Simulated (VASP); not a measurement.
# BN (P1) in VASP: a series of runs

BN is run at these levels: PBE+D3(BJ); tasks: single point.

All numbers are computed with VASP 6.6.1; they aren't measurements. Logs are shortened: lines on timing, memory, paths and dates and some standing lists are left out, and cuts for length are marked.

## (1) The cell of the first run

The typed cell holds 6 atoms: a = 2.506 Å, b = 2.506 Å, c = 9.902 Å, α = 91.72°, β = 86.57°, γ = 120.00°.

## (2) Single point, PBE+D3(BJ) (shear of c along a, cell held: +6.0 %, then relaxed in part)

File INCAR:

```
SYSTEM = BN
  ALGO = Normal
  EDIFF = 1E-6
  ENCUT = 520
  GGA = PE
  ISIF = 2
  ISMEAR = 0
  IVDW = 12
  LASPH = .TRUE.
  LCHARG = .FALSE.
  LREAL = .FALSE.
  LWAVE = .FALSE.
  NBANDS = 21
  NELM = 60
  PREC = Accurate
  SIGMA = 0.02
```

File KPOINTS:

```
k-points
0
G
  12 12 4
  0 0 0
```

File POSCAR:

```
BN
1.0
    2.5061138137      0.0000000000      0.0000000000
   -1.2530569069      2.1703582275      0.0000000000
    0.5930790769      0.0000000000      9.8846512810
B N
3 3
Direct
    0.0000000000      0.0000000000      0.0003024559
    0.6666666667      0.3333333333      0.3336357892
    0.3333333333      0.6666666667      0.6669691226
    0.6666666667      0.3333333333      0.0005978774
    0.3333333333      0.6666666667      0.3339312108
    0.0000000000      0.0000000000      0.6672645441
```

Potentials or basis: VASP PAW PBE potentials, release 64 (B, N).

The run is started by

```sh
> cat potpaw_PBE.64/B/POTCAR potpaw_PBE.64/N/POTCAR > POTCAR
> mpirun -np 1 vasp_std > vasp.out
```

OUTCAR:

```text
SYSTEM = BN
   EDIFF = 1E-6
   ENCUT = 520
   GGA = PE
   ISIF = 2
   ISMEAR = 0
   IVDW = 12
   LASPH = .TRUE.
   LREAL = .FALSE.
   NELM = 60
   PREC = Accurate
 IVDW          = 12

 ion  position               nearest neighbor table
   1  0.000  0.000  0.000-   4 1.45   4 1.45   4 1.45
   2  0.667  0.333  0.334-   5 1.45   5 1.45   5 1.45
   3  0.333  0.667  0.667-   6 1.45   6 1.45   6 1.45
   4  0.667  0.333  0.001-   1 1.45   1 1.45   1 1.45
   5  0.333  0.667  0.334-   2 1.45   2 1.45   2 1.45
   6  0.000  0.000  0.667-   3 1.45   3 1.45   3 1.45

  LATTYP: Found a base centered monoclinic cell.
 ALAT       =     2.5061138137
 B/A-ratio  =     1.7320508076
 C/A-ratio  =     3.9513080431
 COS(beta)  =    -0.0598922907

  Lattice vectors:

 A1 = (  -1.2530569069,   2.1703582275,   0.0000000000)
 A2 = (  -1.2530569068,  -2.1703582275,   0.0000000000)
 A3 = (   0.5930790769,   0.0000000000,   9.8846512810)

Analysis of symmetry for initial positions (statically):
=====================================================================
 Subroutine PRICEL returns following result:

  LATTYP: Found a triclinic cell.
 ALAT       =     2.5061138138
 B/A-ratio  =     3.1102526131
 C/A-ratio  =     1.0000000000
 COS(alpha) =     0.0126813329
 COS(beta)  =     0.5000000002
 COS(gamma) =     0.7911118989

  Lattice vectors:

 A1 = (   1.2530569065,   2.1703582277,   0.0000000010)
 A2 = (   6.0675915075,   3.6172637132,  -3.2948837570)
 A3 = (  -1.2530569069,   2.1703582275,   0.0000000000)

   3 primitive cells build up your supercell.

 Routine SETGRP: Setting up the symmetry group for a
 base centered monoclinic supercell.

 Subroutine GETGRP returns: Found  1 space group operations
 (whereof  1 operations were pure point group operations)
 out of a pool of  4 trial point group operations.

The static configuration has the point symmetry C_1 .

Analysis of symmetry for dynamics (positions and initial velocities):
=====================================================================
 Subroutine PRICEL returns following result:

  LATTYP: Found a triclinic cell.
 ALAT       =     2.5061138138
 B/A-ratio  =     3.1102526131
 C/A-ratio  =     1.0000000000
 COS(alpha) =     0.0126813329
 COS(beta)  =     0.5000000002
 COS(gamma) =     0.7911118989

  Lattice vectors:

 A1 = (   1.2530569065,   2.1703582277,   0.0000000010)
 A2 = (   6.0675915075,   3.6172637132,  -3.2948837570)
 A3 = (  -1.2530569069,   2.1703582275,   0.0000000000)

   3 primitive cells build up your supercell.

 Routine SETGRP: Setting up the symmetry group for a
 base centered monoclinic supercell.

 Subroutine GETGRP returns: Found  1 space group operations
 (whereof  1 operations were pure point group operations)
 out of a pool of  4 trial point group operations.

The dynamic configuration has the point symmetry C_1 .

 Subroutine INISYM returns: Found  1 space group operations
 (whereof  1 operations are pure point group operations),
 and found     3 'primitive' translations

----------------------------------------------------------------------------------------

                                     Primitive cell

  volume of cell :      17.9214

  direct lattice vectors                    reciprocal lattice vectors
     1.253056906  2.170358228  0.000000001     0.399024176  0.230376715  0.987728027
     6.067591507  3.617263713 -3.294883757     0.000000000  0.000000000 -0.303500843
    -1.253056907  2.170358227  0.000000000    -0.399024176  0.230376716 -0.481893288

  length of vectors
     2.506113814  7.794647038  2.506113814     1.089908427  0.303500843  0.666719480

  position of ions in fractional coordinates (direct lattice)
     0.003024559  0.999092632  0.998487721
     0.672645441  0.998206368  0.663677279

  ion indices of the primitive-cell ions
   primitive index   ion index
                 1           1
                 2           6

----------------------------------------------------------------------------------------

 KPOINTS: k-points

Automatic generation of k-mesh.
 Grid dimensions read from file:
 generate k-points for:   12   12    4

 Generating k-lattice:

  Cartesian coordinates                     Fractional coordinates (reciprocal lattice)
     0.033252015  0.019198060 -0.001995121     0.083333333  0.000000000  0.000000000
     0.000000000  0.038396119  0.000000000     0.000000000  0.083333333  0.000000000
     0.000000000  0.000000000  0.025291737     0.000000000  0.000000000  0.250000000

  Length of vectors
     0.038447919  0.038396119  0.025291737

  Shift w.r.t. Gamma in fractional coordinates (k-lattice)
     0.000000000  0.000000000  0.000000000

 Subroutine IBZKPT returns following result:
 ===========================================

 Found    292 irreducible k-points:

 Following reciprocal coordinates:
            Coordinates               Weight
  0.000000  0.000000  0.000000      1.000000
  0.083333  0.000000  0.000000      2.000000
 -0.083333  0.083333 -0.000000      2.000000
  0.166667  0.000000 -0.000000      2.000000
 -0.166667  0.166667  0.000000      2.000000
  0.250000  0.000000  0.000000      2.000000
[... 16 lines left out ...]
  0.416667  0.083333  0.000000      2.000000
 -0.416667  0.500000 -0.000000      2.000000
 [... further k-points ...]
   k-points           NKPTS =    292   k-points in BZ     NKDIM =    292   number of bands    NBANDS=     21
   number of dos      NEDOS =    301   number of ions     NIONS =      6
   total plane-waves  NPLWV =  32000
   dimension x,y,z NGX =    20 NGY =   20 NGZ =   80
   dimension x,y,z NGXF=    40 NGYF=   40 NGZF=  160
   ions per type =               3   3
   NGX,Y,Z   is equivalent  to a cutoff of  13.27, 13.27, 13.43 a.u.
   NGXF,Y,Z  is equivalent  to a cutoff of  26.53, 26.53, 26.86 a.u.
 SYSTEM =  BN
   PREC   = accura    normal or accurate (medium, high low for compatibility)
   ISTART =      0    job   : 0-new  1-cont  2-samecut
   ICHARG =      2    charge: 1-file 2-atom 10-const
   ISPIN  =      1    spin polarized calculation?
   LNONCOLLINEAR =      F non collinear calculations
   LSORBIT =      F    spin-orbit coupling
   LASPH  =      T    aspherical Exc in radial PAW
   ENCUT  =  520.0 eV  38.22 Ry    6.18 a.u.   4.66  4.66 18.41*2*pi/ulx,y,z
   NELM   =     60;   NELMIN=  2; NELMDL= -5     # of ELM steps
   EDIFF  = 0.1E-05   stopping-criterion for ELM
   LREAL  =      F    real-space projection
   EDIFFG = 0.1E-04   stopping-criterion for IOM
   NSW    =      0    number of steps for IOM
   IBRION =     -1    ionic relax: 0-MD 1-quasi-New 2-CG
   NFREE  =      0    steps in history (QN), initial steepest desc. (CG)
   ISIF   =      2    stress and relaxation
   ISYM   =      2    0-nonsym 1-usesym 2-fastsym
   POTIM  = 0.5000    time-step for ionic-motion
   TEBEG  =    0.0;   TEEND  =   0.0 temperature during run
   PSTRESS=    0.0 pullay stress
   NELECT =      24.0000    total number of electrons
   NUPDOWN=      -1.0000    fix difference up-down
   EMIN   =  10.00;   EMAX   =-10.00  energy-range for DOS
   EFERMI =   0.00;   METHOD = LEGACY
   ISMEAR =     0;   SIGMA  =   0.02  broadening in eV -4-tet -1-fermi 0-gaus
   EFERMI_NEDOS =   21; number of points for ismear=-14 and -15
   IALGO  =     38    algorithm
   IMIX   =      4    mixing-type and parameters
     AMIX     =   0.40;   BMIX     =  1.00
     AMIX_MAG =   1.60;   BMIX_MAG =  1.00
  volume/ion in A,a.u.               =       8.96        60.47
  Fermi-wavevector in a.u.,A,eV,Ry     =   1.251163  2.364356 21.298697  1.565410
  Thomas-Fermi vector in A             =   2.385124
   LORBIT       =      0    0 simple, 1 ext, 2 COOP (PROOUT), +10 PAW based schemes
   GGA     = PE    functional components
   LHFCALC =     F    Hartree Fock is set to
   AEXX    =    0.0000 exact exchange contribution
   IVDW    =    12    specifies the selected vdW correction
   LEPSILON=     F    determine dielectric tensor
   LRPA    =     F    only Hartree local field effects (RPA)
 non-spin polarized calculation
 Gauss-broadening in eV      SIGMA  =   0.02
  energy-cutoff  :      520.00
  volume of cell :       53.76
 maximum number of plane-waves:      1467
   NGX =  9   NGY =  9   NGZ = 37

 number of electron      24.0000000 magnetization

 Free energy of the ion-electron system (eV)
  ---------------------------------------------------
  ext. energy  EPLUGINS =         0.00000000
  ---------------------------------------------------
  free energy    TOTEN  =       -52.72198511 eV

  energy without entropy =      -52.72198511  energy(sigma->0) =      -52.72198511

 E-fermi :   2.5088     XC(G=0): -10.1246

 val. band max:        2.3822615760   @ k =   0.3333   0.3333  -0.0000
 cond. band min:       6.3236898020   @ k =   0.5000   0.0000   0.0000
 fundamental gap:      3.9414282260
 Fermi energy:         2.5088253636

 k-point     1 :       0.0000    0.0000    0.0000
  band No.  band energies     occupation
      1     -15.4719      2.00000
      2     -15.2435      2.00000
      3     -15.2435      2.00000
      4      -3.4451      2.00000
      5      -3.4450      2.00000
      6      -1.7181      2.00000
[... 13 lines left out ...]
     20      13.9256      0.00000
     21      13.9718      0.00000

 k-point     2 :       0.0833    0.0000    0.0000
  band No.  band energies     occupation
      1     -15.3359      2.00000
      2     -15.1168      2.00000
      3     -15.1055      2.00000
      4      -3.2966      2.00000
      5      -3.2277      2.00000
      6      -1.5535      2.00000
[... 13 lines left out ...]
     20      14.4758      0.00000
     21      14.5600      0.00000
[... 487 lines left out ...]
      5      -6.3535      2.00000
      6      -6.2159      2.00000
[... 13 lines left out ...]
     20      16.1777      0.00000
     21      16.6579      0.00000

 k-point    24 :      -0.4167    0.5000   -0.0000
  band No.  band energies     occupation
      1     -12.3098      2.00000
      2     -12.2510      2.00000
      3     -12.2458      2.00000
      4      -6.3450      2.00000
      5      -6.3115      2.00000
      6      -6.2777      2.00000
[... 13 lines left out ...]
     20      16.2430      0.00000
     21      16.3489      0.00000

 [... further k-points ...]

------------------------ aborting loop because EDIFF is reached ----------------------------------------

 Edisp (eV)   -0.85374

 E8    (eV) :    -0.2504

  FORCE on cell =-STRESS in cart. coord.  units (eV):
  Direction    XX          YY          ZZ          XY          YZ          ZX
  --------------------------------------------------------------------------------------
  -------------------------------------------------------------------------------------
  Total       0.04712     0.05695    -0.01269    -0.06279     0.02510    -0.10066
  in kB       1.40407     1.69715    -0.37830    -1.87103     0.74806    -2.99959
  external pressure =        0.91 kB  Pullay stress =        0.00 kB

 VOLUME and BASIS-vectors are now :
 -----------------------------------------------------------------------------
  energy-cutoff  :      520.00
  volume of cell :       53.76
      direct lattice vectors                 reciprocal lattice vectors
     2.506113814  0.000000000  0.000000000     0.399024176  0.230376716 -0.023941451
    -1.253056907  2.170358227  0.000000000     0.000000000  0.460753431  0.000000000
     0.593079077  0.000000000  9.884651281     0.000000000  0.000000000  0.101166948

 POSITION                                       TOTAL-FORCE (eV/Angst)
 -----------------------------------------------------------------------------------
      0.00018      0.00000      0.00299         0.000829     -0.000502      0.002858
      1.45093      0.72345      3.29787         0.000829     -0.000502      0.002858
      0.39557      1.44691      6.59276         0.000829     -0.000502      0.002858
      1.25341      0.72345      0.00591        -0.000829      0.000502     -0.002858
      0.19805      1.44691      3.30079        -0.000829      0.000502     -0.002858
      0.39574      0.00000      6.59568        -0.000829      0.000502     -0.002858
 -----------------------------------------------------------------------------------
    total drift:                               -0.000018     -0.000117     -0.000030

  FREE ENERGIE OF THE ION-ELECTRON SYSTEM (eV)
  ---------------------------------------------------
  free  energy   TOTEN  =       -53.5757258580 eV

  energy  without entropy=      -53.5757258580  energy(sigma->0) =      -53.57572586
```

Wall time 5 min (1 thread of AMD EPYC 7R43 (Zen 3), shared host); peak memory 0.33 GiB.

What came out:

* Free energy: -53.5757 eV
* Pressure: 0.1 GPa
* Largest force: 0.003 eV/Å
* Band gap on the k mesh: 3.94 eV
* Dispersion energy per atom: -0.142 eV

Forces in eV/Å, atoms in the order of the input:
```
B    0.001 -0.001  0.003
B    0.001 -0.001  0.003
B    0.001 -0.001  0.003
N   -0.001  0.001 -0.003
N   -0.001  0.001 -0.003
N   -0.001  0.001 -0.003
```

Stress tensor (GPa, compression positive):
```
 0.14 -0.19 -0.30
-0.19  0.17  0.07
-0.30  0.07 -0.04
```

Caveat: the cell differs from its parent crystal (shear of c along a, cell held: +6.0 %, then relaxed in part).

## (3) Single point, PBE+D3(BJ) (shear of c along a, cell held: +8.0 %, then relaxed in part)

File INCAR:

```
SYSTEM = BN
ALGO = Normal
EDIFF = 1E-6
ENCUT = 520
GGA = PE
ISIF = 2
ISMEAR = 0
IVDW = 12
LASPH = .True.
LCHARG = .False.
LREAL = .False.
LWAVE = .False.
NBANDS = 21
NELM = 100
PREC = Accurate
SIGMA = 0.02
```

File KPOINTS:

```
k-points
0
Gamma
  12 12 4
  0 0 0
```

Edit POSCAR of step 2 so:

```diff
@@ -4,3 +4,3 @@
    -1.2530569069      2.1703582275      0.0000000000
-    0.5930790769      0.0000000000      9.8846512810
+    0.7907721025      0.0000000000      9.8846512810
 B N
```

Potentials or basis: VASP PAW PBE potentials, release 64 (B, N).

The run is started by

```sh
> cat potpaw_PBE.64/B/POTCAR potpaw_PBE.64/N/POTCAR > POTCAR
> mpirun -np 1 vasp_std > vasp.out
```

Wall time 6.6 min (1 thread of AMD EPYC 7R43 (Zen 3), shared host); peak memory 0.34 GiB.

Results (log left out):

```yaml
Free_energy: -53.5734 eV
Pressure: 0.1 GPa
Largest_force: 0.005 eV/Å
Band_gap_on_the_k_mesh: 3.85 eV
Dispersion_energy_per_atom: -0.142 eV
```

Forces on the atoms (eV/Å):
```
B    0.001 -0.001  0.005
B    0.001 -0.001  0.005
B    0.001 -0.001  0.005
N   -0.001  0.001 -0.005
N   -0.001  0.001 -0.005
N   -0.001  0.001 -0.005
```

Stress tensor (GPa, compression positive):
```
 0.11 -0.24 -0.39
-0.24  0.16  0.13
-0.39  0.13  0.03
```

Levels at points of the mesh, in eV from the valence-band top:
```
           k point  band 10  band 11  band 12  band 13  band 14  band 15
(0.00, 0.00, 0.00)    -1.41    -1.40    -1.39     5.20     8.82     8.82
(0.50, 0.00, 0.00)    -1.48    -0.78    -0.78     3.85     5.20     5.20
(0.50, 0.50, 0.00)    -1.12    -1.00    -1.00     4.44     4.92     4.92
(0.00, 0.50, 0.00)    -1.32    -0.88    -0.88     4.10     5.10     5.10
(0.00, 0.00, 0.50)    -1.41    -1.40    -1.40     6.40     6.40    10.24
(0.50, 0.00, 0.50)    -1.27    -1.27    -0.49     4.30     4.30     5.61
(0.50, 0.50, 0.50)    -1.12    -1.12    -0.87     4.73     4.73     4.78
(0.00, 0.50, 0.50)    -1.21    -1.21    -0.66     4.50     4.50     5.22
```

Caveat: the cell differs from its parent crystal (shear of c along a, cell held: +8.0 %, then relaxed in part). A k mesh can miss the band edges.

## (4) Single point, PBE+D3(BJ) (shear of c along a, cell held: +12.0 %, then relaxed in part)

File INCAR:

```
SYSTEM = BN
  PREC = Accurate
  ENCUT = 520
  EDIFF = 1E-6
  ISMEAR = 0
  SIGMA = 0.02
  LREAL = .FALSE.
  LASPH = .TRUE.
  NELM = 60
  ALGO = Normal
  ISIF = 2
  LWAVE = .FALSE.
  LCHARG = .FALSE.
  GGA = PE
  IVDW = 12
  NBANDS = 21
```

File KPOINTS:

```
regular mesh
0
G
  12 12 4
  0 0 0
```

File POSCAR:

```
BN
1.0
    2.5061138137      0.0000000000      0.0000000000
   -1.2530569069      2.1703582275      0.0000000000
    1.1861581537      0.0000000000      9.8846512810
B N
3 3
Direct
   -0.0000230782     -0.0000042196      0.0003590103
    0.6666435885      0.3333291137      0.3336923436
    0.3333102551      0.6666624470      0.6670256769
    0.6666897449      0.3333375530      0.0005413231
    0.3333564115      0.6666708863      0.3338746564
    0.0000230782      0.0000042196      0.6672079897
```

The run is started by

```sh
> cat potpaw_PBE.64/B/POTCAR potpaw_PBE.64/N/POTCAR > POTCAR
> mpirun -np 1 vasp_std > vasp.out
```

Wall time 7.3 min (1 thread of AMD EPYC 7R43 (Zen 3), shared host); peak memory 0.34 GiB.

The run converged. Its results:

| Quantity | Value |
| --- | --- |
| Free energy | -53.5672 eV |
| Pressure | 0.1 GPa |
| Largest force | 0.004 eV/Å |
| Band gap on the k mesh | 3.70 eV |
| Dispersion energy per atom | -0.142 eV |

Forces on the atoms (eV/Å):
```
B    0.002 -0.001 -0.003
B    0.002 -0.001 -0.003
B    0.002 -0.001 -0.003
N   -0.002  0.001  0.003
N   -0.002  0.001  0.003
N   -0.002  0.001  0.003
```

Stress tensor (GPa, compression positive):
```
 0.03 -0.33 -0.53
-0.33  0.14  0.28
-0.53  0.28  0.23
```

Levels at points of the mesh, in eV from the valence-band top:
```
           k point  band 10  band 11  band 12  band 13  band 14  band 15
(0.00, 0.00, 0.00)    -1.47    -1.47    -1.45     5.14     8.76     8.76
(0.50, 0.00, 0.00)    -1.60    -0.80    -0.80     3.70     5.18     5.18
(0.50, 0.50, 0.00)    -1.11    -1.11    -1.07     4.57     4.76     4.76
(0.00, 0.50, 0.00)    -1.38    -0.94    -0.94     4.02     5.05     5.05
(0.00, 0.00, 0.50)    -1.46    -1.46    -1.46     6.34     6.34    10.17
(0.50, 0.00, 0.50)    -1.36    -1.36    -0.48     4.16     4.16     5.74
(0.50, 0.50, 0.50)    -1.13    -1.13    -1.04     4.52     4.78     4.78
(0.00, 0.50, 0.50)    -1.27    -1.27    -0.72     4.43     4.43     5.17
```

Caveat: the cell differs from its parent crystal (shear of c along a, cell held: +12.0 %, then relaxed in part). A k mesh can miss the band edges.

## (5) Summary

| cell | gap on the mesh (eV) | pressure (GPa) |
| --- | --- | --- |
| a = 2.506, b = 2.506, c = 9.902 Å, angles 91.7, 86.6, 120.0°, 6 atoms | 3.94 | 0.1 |
| a = 2.506, b = 2.506, c = 9.916 Å, angles 92.3, 85.4, 120.0°, 6 atoms | 3.85 | 0.1 |
| a = 2.506, b = 2.506, c = 9.956 Å, angles 93.4, 83.2, 120.0°, 6 atoms | 3.70 | 0.1 |

Alike in all rows: task single point; level PBE+D3(BJ); potentials or basis VASP PAW PBE potentials, release 64 (B, N); no spin polarisation; k mesh 12 × 12 × 4; cutoff (eV) 520; smearing gaussian 0.02 eV.

Total energies depend on the potentials used, so only differences within one code and one set of settings carry meaning.
